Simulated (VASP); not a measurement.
Crystal: Ni3Ge.

```xyz
4
Lattice="3.5303 0.0000 0.0000 0.0000 3.5303 0.0000 0.0000 0.0000 3.5303" Properties=species:S:1:pos:R:3 pbc="T T T"
Ni    1.7652    0.0000    1.7652
Ni    0.0000    1.7652    1.7652
Ni    1.7652    1.7652    0.0000
Ge    0.0000    0.0000    0.0000
```

Base run:

```yaml
Program: VASP 6.6.1
Functional: r2SCAN
Potentials_or_basis: VASP PAW PBE potentials, release 64 (Ni, Ge_d)
Cutoff: 520 eV
k_mesh: 12 × 12 × 12
Occupations: fermi-dirac, width 0.05 eV
Spin: no spin polarisation
```

Its results: band gap on the k mesh zero (band 22 reaches 10.22 eV, above the bottom of band 23 at 9.96 eV); pressure 0.8 GPa.

Question: After a change of settings the same cell gave: band gap on the k mesh zero (band 22 reaches 10.19 eV, above the bottom of band 23 at 9.93 eV); pressure 1.5 GPa. Which change was it?
A. occupations from fermi-dirac, width 0.05 eV to gaussian, width 0.5 eV
B. k mesh from 12 × 12 × 12 to 1 × 1 × 1; occupations from fermi-dirac, width 0.05 eV to gaussian, width 0.1 eV
C. occupations from fermi-dirac, width 0.05 eV to methfessel-paxton, width 0.5 eV

Answer: A.

Caveats: the PAW data sets were made with another functional, which shifts forces and pressure a little.
